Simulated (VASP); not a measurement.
# Sn3Te (P4/mmm) in VASP: notebook

Sn3Te is run at these levels: PBE; tasks: relaxation of cell and atoms, single point.

Everything below comes from runs of VASP 6.6.1. Logs are shortened: lines on timing, memory, paths and dates and some standing lists are left out, and cuts for length are marked.

### 1 The cell of the first run

The structure is tetragonal, space group P4/mmm (No. 123). The conventional cell has a = 3.848 Å, b = 3.848 Å, c = 10.048 Å, α = 90.00°, β = 90.00°, γ = 90.00°. Sn (site symmetry 4mm) has 4 Te at 3.60 Å and 9 Sn at 3.81 to 4.71 Å within 4.8 Å. Sn (site symmetry 4/mmm) has 12 Sn at 3.81 to 3.85 Å and 2 Te at 5.02 Å within 5.1 Å. Te (site symmetry 4/mmm) has 8 Sn at 3.60 Å and 4 Te at 3.85 Å within 4.7 Å.

The cell was built from a structure type or drawn by symmetry, and may not be a known phase.

### 2 Relaxation of cell and atoms, PBE

INCAR reads:

```
SYSTEM = Sn3Te
PREC     = Accurate       ! precision mode
ENCUT    = 600            ! plane-wave cutoff, eV
EDIFF    = 1E-6           ! SCF threshold, eV
ISMEAR   = 0              ! smearing method
SIGMA    = 0.1            ! smearing width, eV
LREAL    = .FALSE.        ! projectors in reciprocal space
LASPH    = .TRUE.         ! aspherical terms in the spheres
NELM     = 60             ! most SCF steps
ALGO     = Normal         ! electronic algorithm
ISIF     = 3              ! what is computed and relaxed
LWAVE    = .FALSE.        ! write WAVECAR
LCHARG   = .FALSE.        ! write CHGCAR
GGA      = PE             ! functional
IBRION   = 2              ! ionic algorithm
NSW      = 90             ! ionic steps
EDIFFG   = -0.04          ! ionic threshold
```

KPOINTS reads:

```
Automatic mesh
0
G
  4 4 2
  0 0 0
```

POSCAR reads:

```
Sn3Te
1.0
    3.8476506100      0.0000000000      0.0000000000
    0.0000000000      3.8476506100      0.0000000000
    0.0000000000      0.0000000000     10.0481840900
Sn Te
3 1
Direct
    0.5000000000      0.5000000000      0.7654517900
    0.0000000000      0.0000000000      0.5000000000
    0.5000000000      0.5000000000      0.2345482100
    0.0000000000      0.0000000000      0.0000000000
```

Potentials or basis: VASP PAW PBE potentials, release 64 (Sn_d, Te).

Launch:

```bash
$ cat potpaw_PBE.64/Sn_d/POTCAR potpaw_PBE.64/Te/POTCAR > POTCAR
$ mpirun -np 1 vasp_std > vasp.out
```

OUTCAR:

```text
SYSTEM = Sn3Te
   PREC = Accurate
   ENCUT = 600
   EDIFF = 1E-6
   ISMEAR = 0
   LREAL = .FALSE.
   LASPH = .TRUE.
   NELM = 60
   ISIF = 3
   GGA = PE
   IBRION = 2
   NSW = 90
   EDIFFG = -0.04

 ion  position               nearest neighbor table
   1  0.500  0.500  0.765-   4 3.60   4 3.60   4 3.60   4 3.60
   2  0.000  0.000  0.500-
   3  0.500  0.500  0.235-   4 3.60   4 3.60   4 3.60   4 3.60
   4  0.000  0.000  0.000-   1 3.60   3 3.60   1 3.60   3 3.60   1 3.60   3 3.60   1 3.60   3 3.60

  LATTYP: Found a simple tetragonal cell.
 ALAT       =     3.8476506100
 C/A-ratio  =     2.6115115712

  Lattice vectors:

 A1 = (   3.8476506100,   0.0000000000,   0.0000000000)
 A2 = (   0.0000000000,   3.8476506100,   0.0000000000)
 A3 = (   0.0000000000,   0.0000000000,  10.0481840900)

Analysis of symmetry for initial positions (statically):
=====================================================================
 Subroutine PRICEL returns:
 Original cell was already a primitive cell.

 Routine SETGRP: Setting up the symmetry group for a
 simple tetragonal supercell.

 Subroutine GETGRP returns: Found 16 space group operations
 (whereof 16 operations were pure point group operations)
 out of a pool of 16 trial point group operations.

The static configuration has the point symmetry D_4h.

Analysis of symmetry for dynamics (positions and initial velocities):
=====================================================================
 Subroutine PRICEL returns:
 Original cell was already a primitive cell.

 Routine SETGRP: Setting up the symmetry group for a
 simple tetragonal supercell.

 Subroutine GETGRP returns: Found 16 space group operations
 (whereof 16 operations were pure point group operations)
 out of a pool of 16 trial point group operations.

The dynamic configuration has the point symmetry D_4h.

 Subroutine INISYM returns: Found 16 space group operations
 (whereof 16 operations are pure point group operations),
 and found     1 'primitive' translations

----------------------------------------------------------------------------------------

                                     Primitive cell

  volume of cell :     148.7575

  direct lattice vectors                    reciprocal lattice vectors
     3.847650610  0.000000000  0.000000000     0.259898858  0.000000000  0.000000000
     0.000000000  3.847650610  0.000000000     0.000000000  0.259898858  0.000000000
[... 61 lines left out ...]
   dimension x,y,z NGX =    32 NGY =   32 NGZ =   80
   dimension x,y,z NGXF=    64 NGYF=   64 NGZF=  160
   ions per type =               3   1
   NGX,Y,Z   is equivalent  to a cutoff of  13.83, 13.83, 13.24 a.u.
   NGXF,Y,Z  is equivalent  to a cutoff of  27.65, 27.65, 26.47 a.u.
 SYSTEM =  Sn3Te
   PREC   = accura    normal or accurate (medium, high low for compatibility)
   ISTART =      0    job   : 0-new  1-cont  2-samecut
   ICHARG =      2    charge: 1-file 2-atom 10-const
   ISPIN  =      1    spin polarized calculation?
   LNONCOLLINEAR =      F non collinear calculations
   LSORBIT =      F    spin-orbit coupling
   LASPH  =      T    aspherical Exc in radial PAW
   ENCUT  =  600.0 eV  44.10 Ry    6.64 a.u.   7.68  7.68 20.07*2*pi/ulx,y,z
   NELM   =     60;   NELMIN=  2; NELMDL= -5     # of ELM steps
   EDIFF  = 0.1E-05   stopping-criterion for ELM
   LREAL  =      F    real-space projection
   EDIFFG = -.4E-01   stopping-criterion for IOM
   NSW    =     90    number of steps for IOM
   IBRION =      2    ionic relax: 0-MD 1-quasi-New 2-CG
   NFREE  =      1    steps in history (QN), initial steepest desc. (CG)
   ISIF   =      3    stress and relaxation
   ISYM   =      2    0-nonsym 1-usesym 2-fastsym
   POTIM  = 0.5000    time-step for ionic-motion
   TEBEG  =    0.0;   TEEND  =   0.0 temperature during run
   PSTRESS=    0.0 pullay stress
   NELECT =      48.0000    total number of electrons
   NUPDOWN=      -1.0000    fix difference up-down
   EMIN   =  10.00;   EMAX   =-10.00  energy-range for DOS
   EFERMI =   0.00;   METHOD = LEGACY
   ISMEAR =     0;   SIGMA  =   0.10  broadening in eV -4-tet -1-fermi 0-gaus
   EFERMI_NEDOS =   21; number of points for ismear=-14 and -15
   IALGO  =     38    algorithm
   IMIX   =      4    mixing-type and parameters
     AMIX     =   0.40;   BMIX     =  1.00
     AMIX_MAG =   1.60;   BMIX_MAG =  1.00
  volume/ion in A,a.u.               =      37.19       250.97
  Fermi-wavevector in a.u.,A,eV,Ry     =   1.122869  2.121914 17.154689  1.260834
  Thomas-Fermi vector in A             =   2.259531
   LORBIT       =      0    0 simple, 1 ext, 2 COOP (PROOUT), +10 PAW based schemes
   GGA     = PE    functional components
   LHFCALC =     F    Hartree Fock is set to
   AEXX    =    0.0000 exact exchange contribution
   IVDW    =     0    specifies the selected vdW correction
   LEPSILON=     F    determine dielectric tensor
   LRPA    =     F    only Hartree local field effects (RPA)
 conjugate gradient relaxation of ions
 non-spin polarized calculation
 Gauss-broadening in eV      SIGMA  =   0.10
  energy-cutoff  :      600.00
  volume of cell :      148.76
 maximum number of plane-waves:      5004
 NGX is ok and might be reduce to    32
   NGX = 15   NGY = 15   NGZ = 41

--------------------------------------- Ionic step        1  -------------------------------------------

 number of electron      48.0000009 magnetization

 Free energy of the ion-electron system (eV)
  ---------------------------------------------------
  ext. energy  EPLUGINS =         0.00000000
  ---------------------------------------------------
  free energy    TOTEN  =       -13.10529057 eV

  energy without entropy =      -13.05964583  energy(sigma->0) =      -13.08246820

 E-fermi :   4.9094     XC(G=0):  -8.9404

 val. band max:        4.8761243977   @ k =   0.2500   0.0000   0.5000
 cond. band min:       4.9149626322   @ k =   0.2500   0.2500   0.5000
 fundamental gap:      0.0388382345
 Fermi energy:         4.9093875091
[... 856 lines left out ...]
  FREE ENERGIE OF THE ION-ELECTRON SYSTEM (eV)
  ---------------------------------------------------
  free  energy   TOTEN  =       -13.9479885886 eV

  energy  without entropy=      -13.9122595590  energy(sigma->0) =      -13.93012407

[... ionic steps 4 to 11 ...]

--------------------------------------- Ionic step       12  -------------------------------------------

 number of electron      48.0000012 magnetization

------------------------ aborting loop because EDIFF is reached ----------------------------------------
[... 71 lines left out ...]
--------------------------------------- Ionic step       14  -------------------------------------------

 number of electron      48.0000000 magnetization

 Free energy of the ion-electron system (eV)
  ---------------------------------------------------
  ext. energy  EPLUGINS =         0.00000000
  ---------------------------------------------------
  free energy    TOTEN  =       -14.57844970 eV

  energy without entropy =      -14.57136886  energy(sigma->0) =      -14.57490928

 E-fermi :   7.9889     XC(G=0): -10.1986

 val. band max:        7.9888725457   @ k =   0.5000   0.2500   0.5000
 cond. band min:       8.2484911256   @ k =   0.0000   0.0000   0.0000
 fundamental gap:      0.2596185799
 Fermi energy:         7.9889090959
[... 401 lines left out ...]
  FREE ENERGIE OF THE ION-ELECTRON SYSTEM (eV)
  ---------------------------------------------------
  free  energy   TOTEN  =       -14.5784497013 eV

  energy  without entropy=      -14.5713688633  energy(sigma->0) =      -14.57490928

 reached required accuracy - stopping structural energy minimisation
```

Run time: 13 min. Hardware: 1 thread of Intel Xeon 8259CL, shared host; peak memory 0.32 GiB.

Results:

```yaml
Free_energy: -14.5784 eV
Relaxed_volume: 27.99 Å³/atom
Relaxed_cell: a = 3.989 Å, b = 3.989 Å, c = 7.037 Å, α = 90.00°, β = 90.00°, γ = 90.00°
Space_group_after_relaxing_to_0.1_Å: P4/mmm (No. 123)
Energy_gained_by_relaxing: 368.3 meV/atom
Ionic_steps: 14
Pressure_after_relaxing: 0.1 GPa
Largest_force_after_relaxing: 0.019 eV/Å
Band_gap_on_the_k_mesh: zero (bands 24 and 25 overlap by 2.94 eV)
```

Forces in eV/Å, atoms in the order of the input:
```
Sn   0.000  0.000 -0.019
Sn   0.000  0.000  0.000
Sn   0.000  0.000  0.019
Te   0.000  0.000  0.000
```

Step by step:
| step | energy change (eV) | largest force (eV/Å) | pressure (GPa) | volume (Å³) |
| --- | --- | --- | --- | --- |
| 1 | 0.0000 | 0.2672 | -5.83 | 148.76 |
| 2 | -0.7915 | 0.2974 | -1.88 | 121.43 |
| 3 | -0.8427 | 0.2509 | 0.16 | 115.04 |
| 4 | -0.8432 | 0.2430 | 0.36 | 114.43 |
| 5 | -0.9072 | 0.0575 | 0.51 | 114.41 |
| 6 | -1.1696 | 0.0482 | -0.66 | 113.89 |
| 7 | -1.4411 | 0.2578 | 0.34 | 110.67 |
| 8 | -1.4405 | 0.2656 | 0.52 | 110.45 |
| 9 | -1.4449 | 0.2605 | -1.10 | 114.81 |
| 10 | -1.4505 | 0.2562 | -0.45 | 113.04 |
| 11 | -1.4674 | 0.1248 | -0.04 | 112.37 |
| 12 | -1.4679 | 0.0795 | -0.03 | 112.28 |
| 13 | -1.4692 | 0.1027 | 0.28 | 111.70 |
| 14 | -1.4732 | 0.0188 | 0.11 | 111.97 |

Final structure:
```xyz
4
Lattice="3.9888 0.0000 0.0000 0.0000 3.9888 0.0000 0.0000 0.0000 7.0375" Properties=species:S:1:pos:R:3 pbc="T T T"
Sn    1.9944    1.9944    5.3445
Sn    0.0000    0.0000    3.5187
Sn    1.9944    1.9944    1.6930
Te    0.0000    0.0000    0.0000
```

Caveat: the k points lie up to 0.45 Å⁻¹ apart in the final cell, too coarse for converged energies and pressures of a metal; the volume moved by over 15 % at a fixed basis, so the end points are rough; spin-orbit coupling is left out, which moves the levels of the heavy elements.

### 3 Relaxation of cell and atoms, PBE

This run uses another cell than the first one, of 28.73 Å³/atom.

INCAR reads:

```
SYSTEM = Sn3Te
  ALGO = Normal
  EDIFF = 1E-6
  EDIFFG = -0.04
  ENCUT = 600
  GGA = PE
  IBRION = 2
  ISIF = 3
  ISMEAR = 0
  LASPH = .True.
  LCHARG = .False.
  LREAL = .False.
  LWAVE = .False.
  NELM = 100
  NSW = 90
  PREC = Accurate
  SIGMA = 0.1
```

KPOINTS reads:

```
k-points
0
Gamma
  6 6 2
  0 0 0
```

POSCAR reads:

```
Sn3Te
1.0
    3.3387561865      0.0000000000      0.0000000000
    0.0000000000      3.3387561865      0.0000000000
    0.0000000000      0.0000000000     10.3094899108
Sn Te
3 1
Direct
    0.5000000000      0.5000000000      0.7318471131
    0.0000000000      0.0000000000      0.5000000000
    0.5000000000      0.5000000000      0.2681528869
    0.0000000000      0.0000000000      0.0000000000
```

Potentials or basis: VASP PAW PBE potentials, release 64 (Sn_d, Te).

Launch:

```bash
$ cat potpaw_PBE.64/Sn_d/POTCAR potpaw_PBE.64/Te/POTCAR > POTCAR
$ mpirun -np 1 vasp_std > vasp.out
```

Run time: 16 min. Hardware: 1 thread of Intel Xeon 8259CL, shared host; peak memory 0.3 GiB.

It converged, with:

```
Free energy                           : -14.5209 eV
Relaxed volume                        : 28.47 Å³/atom
Relaxed cell                          : a = 3.746 Å, b = 3.746 Å, c = 8.115 Å, α = 90.00°, β = 90.00°, γ = 90.00°
Space group after relaxing (to 0.1 Å) : P4/mmm (No. 123)
Energy gained by relaxing             : 110.5 meV/atom
Ionic steps                           : 13
Pressure after relaxing               : 0.0 GPa
Largest force after relaxing          : 0.013 eV/Å
Band gap on the k mesh                : zero (bands 24 and 25 overlap by 3.08 eV)
```

Forces in eV/Å, atoms in the order of the input:
```
Sn   0.000  0.000 -0.013
Sn   0.000  0.000  0.000
Sn   0.000  0.000  0.013
Te   0.000  0.000  0.000
```

Stress tensor (GPa, compression positive):
```
 0.01  0.00  0.00
 0.00  0.01  0.00
 0.00  0.00 -0.07
```

Step by step:
```csv
step,energy change (eV),largest force (eV/Å),pressure (GPa),volume (Å³)
1,0.0000,0.2467,0.17,114.92
2,-0.0400,0.1672,-0.14,115.43
3,-0.1377,0.1414,-0.81,116.43
4,-0.2890,0.0804,-1.52,117.94
5,-0.4027,0.1862,-1.93,118.86
6,-0.4227,0.0770,-1.16,116.80
7,-0.4230,0.0633,-1.07,116.55
8,-0.4336,0.0689,-0.69,115.39
9,-0.4404,0.0888,0.08,113.51
10,-0.4404,0.0863,0.02,113.63
11,-0.4408,0.0762,0.00,113.66
12,-0.4417,0.0460,0.00,113.74
13,-0.4422,0.0131,-0.02,113.89
```

Final structure:
```xyz
4
Lattice="3.7462 0.0000 0.0000 0.0000 3.7462 0.0000 0.0000 0.0000 8.1151" Properties=species:S:1:pos:R:3 pbc="T T T"
Sn    1.8731    1.8731    6.1432
Sn    0.0000    3.7462    4.0575
Sn    1.8731    1.8731    1.9719
Te    0.0000    3.7462    8.1151
```

Levels at points of the mesh, in eV from the Fermi level:
```tsv
k point	band 22	band 23	band 24	band 25	band 26	band 27
(0.00, 0.00, 0.00)	-1.15	1.63	1.70	1.79	1.79	2.66
(0.50, 0.00, 0.00)	0.21	0.42	0.71	0.79	1.73	3.00
(0.50, 0.50, 0.00)	-2.26	-2.02	-2.02	-1.39	-1.39	-0.98
(0.00, 0.00, 0.50)	-0.50	-0.40	0.99	0.99	4.10	4.41
(0.50, 0.00, 0.50)	-2.51	-2.00	0.22	3.27	3.41	3.52
(0.50, 0.50, 0.50)	-3.12	-3.12	-1.59	0.47	0.54	0.87
```

Caveat: a cell axis changed by over 15 % at a fixed basis, so the end point is rough; spin-orbit coupling is left out, which moves the levels of the heavy elements.

(Part 1 of 2 ends here.)
